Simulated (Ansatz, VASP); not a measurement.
Two plane-wave programs on Si

Contents of INCAR:

```
ALGO = Normal
EDIFF = 1E-6
EDIFFG = -0.01
ENCUT = 600
GGA = RP
IBRION = 2
ISIF = 3
ISMEAR = -1
LASPH = True
LCHARG = False
LREAL = False
LWAVE = False
NELM = 80
NSW = 60
PREC = Accurate
SIGMA = 0.05
```

KPOINTS

```
k-points
0
Gamma
  8 8 4
```

The input POSCAR:

```
Si
1.0
    3.8313174605      0.0000000000      0.0000000000
   -1.9156587303      3.3180182508      0.0000000000
    0.0000000000      0.0000000000      6.3326220002
Si
4
Direct
    0.6666666667      0.3333333333      0.9369905000
    0.3333333333      0.6666666667      0.4369905000
    0.6666666667      0.3333333333      0.5630095000
    0.3333333333      0.6666666667      0.0630095000
```

Contents of input.yaml:

```yaml
crystal:
  lattice:
    - [3.8313174605, 0.0, 0.0]
    - [-1.9156587303, 3.3180182508, 0.0]
    - [0.0, 0.0, 6.3326220002]
  atoms:
    - { symbol: Si, position: [0.6666666667, 0.3333333333, 0.9369905] }
    - { symbol: Si, position: [0.3333333333, 0.6666666667, 0.4369905] }
    - { symbol: Si, position: [0.6666666667, 0.3333333333, 0.5630095] }
    - { symbol: Si, position: [0.3333333333, 0.6666666667, 0.0630095] }
hamiltonian:
  xc: rpbe
  pseudopotentials: { kind: paw }
kpoints:
  mp_grid: { grid: [8, 8, 4] }
scf:
  occupations: { method: fermi_dirac, width: 0.05 }
output:
  forces: true
  stress: true
  eigenvalues: true
relax:
  f_tol: 0.01
  max_steps: 40
  cell: { stress_tol: 0.05 }
```

Alike in both runs: task relaxation of cell and atoms; functional RPBE; k mesh 8 × 8 × 4; occupations fermi-dirac, width 0.05 eV; no spin polarisation.

|  | VASP | Ansatz |
| --- | --- | --- |
| version | VASP 6.6.1 | Ansatz 0.2.0 |
| potentials or method | VASP PAW PBE potentials, release 64 (Si) | Ansatz PAW |
| plane-wave cutoff (eV) | 600 | 420 |
| valence electrons in the cell | 16 | 16 |

VASP gave:

* gap on the k mesh at the Fermi level, each at its own relaxed structure (eV): 0.54
* relaxed volume (Å³/atom): 20.75
* relaxed length of the cell vector where the two differ most in proportion (Å): 3.871

Q: Estimate Ansatz's values.

A: gap on the k mesh at the Fermi level, each at its own relaxed structure (eV): 0.55; relaxed volume (Å³/atom): 20.81; relaxed length of the cell vector where the two differ most in proportion (Å): 3.876.

VASP's potentials were made for PBE, not for RPBE.

Noted on Ansatz's run: the plane-wave basis is chosen anew once the cell has moved, so the energies of steps on either side of that aren't comparable.
